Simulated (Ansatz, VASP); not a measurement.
**Two plane-wave programs on Ga2O3**

```
Ga O
1.0
     1.38839    0.00000   -5.63998
     0.00000    3.03906    0.00000
    11.83917   -2.12734    1.69706
Ga O
8 12
Direct
  0.70737 0.58836 0.84052
  0.55737 0.73836 0.34052
  0.24263 0.46164 0.65948
  0.09263 0.61164 0.15948
  0.05814 0.28611 0.40873
  0.20814 0.13611 0.90873
  0.59186 0.06389 0.09127
  0.74186 0.91389 0.59127
  0.41511 0.63995 0.91421
  0.26511 0.78995 0.41421
  0.53489 0.41005 0.58579
  0.38489 0.56005 0.08579
  0.96348 0.64634 0.92334
  0.81348 0.79634 0.42334
  0.98652 0.40366 0.57666
  0.83652 0.55366 0.07666
  0.06765 0.17240 0.24629
  0.21765 0.02240 0.74629
  0.58235 0.17760 0.25371
  0.73235 0.02760 0.75371
```

Alike in both runs: task single point; functional r2SCAN; k mesh 4 × 7 × 2; occupations gaussian, width 0.05 eV; no spin polarisation.

```csv
,VASP,Ansatz
version,VASP 6.6.1,Ansatz 0.2.0
potentials or method,"VASP PAW PBE potentials, release 64 (Ga_d, O), cutoff 520 eV","scalar-relativistic, plane waves, PAW"
valence electrons in the cell,176,176
```

```tsv
	VASP	Ansatz	Ansatz less VASP
gap on the k mesh at the Fermi level (eV)	none	none	-
pressure (GPa)	4.3	2.5	-1.78
traceless stress, the component that is largest in VASP (GPa)	9.31	9.62	+0.310
rms of the force components (eV/Å)	1.211	1.223	+0.0120
```

VASP's potentials were made for PBE, not for r2SCAN. Atom by atom the forces differ by 0.042 eV/Å (rms over components). A gap of «none» marks a metal or a gap that the smearing closes. The functional is the same, so the differences come from potentials, cutoffs and numerics.
